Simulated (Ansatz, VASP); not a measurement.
# One calculation of Sn2Pb, two programs

File INCAR:

```
ALGO = Fast
EDIFF = 1E-6
ENCUT = 520
GGA = PE
ISIF = 2
ISMEAR = 0
LASPH = T
LCHARG = T
LELF = T
LREAL = F
LVHAR = T
LWAVE = F
NBANDS = 51
NELM = 60
PREC = Accurate
SIGMA = 0.2
```

File KPOINTS:

```
k-points
0
Gamma
  6 4 2
```

File POSCAR:

```
Sn2Pb
1.0
    0.0000000000      0.0000000000     -3.2732980489
    2.7756091409     -4.8074960541      0.0000000000
   -8.3268274228     -4.8074960541      0.0000000000
Sn Pb
4 2
Direct
    0.5000000000      0.5000000000      0.8333333333
    0.5000000000      1.0000000000      0.3333333333
    0.5000000000      0.0000000000      0.6666666667
    0.5000000000      0.5000000000      0.1666666667
    0.0000000000      0.5000000000      0.5000000000
    0.0000000000      0.0000000000      0.0000000000
```

Input for Ansatz:

```yaml
crystal:
  lattice:
    - [0.0, 0.0, -3.2732980489]
    - [2.7756091409, -4.8074960541, 0.0]
    - [-8.3268274228, -4.8074960541, 0.0]
  atoms:
    - { symbol: Sn, position: [0.5, 0.5, 0.8333333333] }
    - { symbol: Sn, position: [0.5, 1.0, 0.3333333333] }
    - { symbol: Sn, position: [0.5, 0.0, 0.6666666667] }
    - { symbol: Sn, position: [0.5, 0.5, 0.1666666667] }
    - { symbol: Pb, position: [0.0, 0.5, 0.5] }
    - { symbol: Pb, position: [0.0, 0.0, 0.0] }
basis:
  ecutwfc: 420
kpoints:
  mp_grid: { grid: [6, 4, 2] }
hamiltonian:
  xc: pbe
scf:
  occupations: { method: gaussian, width: 0.2 }
  lower_state_search: "off"
output:
  forces: true
  stress: true
  eigenvalues: true
```

Alike in both runs: task single point; functional PBE; k mesh 6 × 4 × 2; occupations gaussian, width 0.2 eV; no spin polarisation.

|  | VASP | Ansatz |
| --- | --- | --- |
| version | VASP 6.6.1 | Ansatz 0.2.0 |
| potentials or method | VASP PAW PBE potentials, release 64 (Sn_d, Pb_d), cutoff 520 eV | scalar-relativistic, plane waves, PAW |
| valence electrons in the cell | 84 | 84 |

|  | VASP | Ansatz | Ansatz less VASP |
| --- | --- | --- | --- |
| gap on the k mesh at the Fermi level (eV) | none | none | - |
| pressure (GPa) | -0.2 | -0.1 | +0.04 |
| traceless stress, the component that is largest in VASP (GPa) | -0.77 | -0.77 | -0.002 |
| rms of the force components (eV/Å) | 0.043 | 0.043 | 0.0000 |

Atom by atom the forces differ by 0.000 eV/Å (rms over components). A gap of «none» marks a metal or a gap that the smearing closes.

Neither program's run includes spin-orbit coupling.
